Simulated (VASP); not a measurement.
# TaN: single point with PBE

Crystal: TaN.

```
CELL_PARAMETERS angstrom
0.00000 2.23050 2.23050
2.23050 0.00000 2.23050
2.23050 2.23050 0.00000
ATOMIC_POSITIONS crystal
Ta 0.50000 0.50000 0.50000
N 0.00000 0.00000 0.00000
```

This cell differs from its parent crystal: volume scaled by 1.03.

```
Program                : VASP 6.6.1
Task                   : single point
Functional             : PBE
Potentials or basis    : VASP PAW PBE potentials, release 64 (Ta_pv, N)
Cutoff                 : 520 eV
k mesh                 : 16 × 16 × 16
Occupations            : gaussian, width 0.1 eV
Spin                   : no spin polarisation
Dipole correction      : no
Further INCAR settings : ALGO = Normal; EDIFF = 1e-06; NBANDS = 15
```

```
Pressure               : -8.4 GPa
Band gap on the k mesh : zero (band 8 reaches 10.84 eV, above the bottom of band 9 at 7.07 eV)
```

Levels at points of the mesh, in eV from the Fermi level:
```
           k point  band 4  band 5  band 6  band 7  band 8  band 9  band 10  band 11  band 12  band 13
(0.00, 0.00, 0.00)  -18.50   -3.69   -3.69   -3.69   -1.98   -1.98    -1.98     0.06     0.06     1.17
(0.50, 0.00, 0.00)  -15.73  -10.01   -7.26   -7.26    1.78    1.78     1.87     3.70     7.10     7.10
(0.50, 0.50, 0.00)  -17.26   -6.54   -5.17   -4.53   -4.53    1.99     3.32     3.32     4.10     6.34
```

It took 15 s on 1 thread of Intel Xeon 6975P-C, with other jobs on the host, peak memory 0.17 GiB.

Caveat: spin-orbit coupling is left out, which moves the levels of the heavy elements.
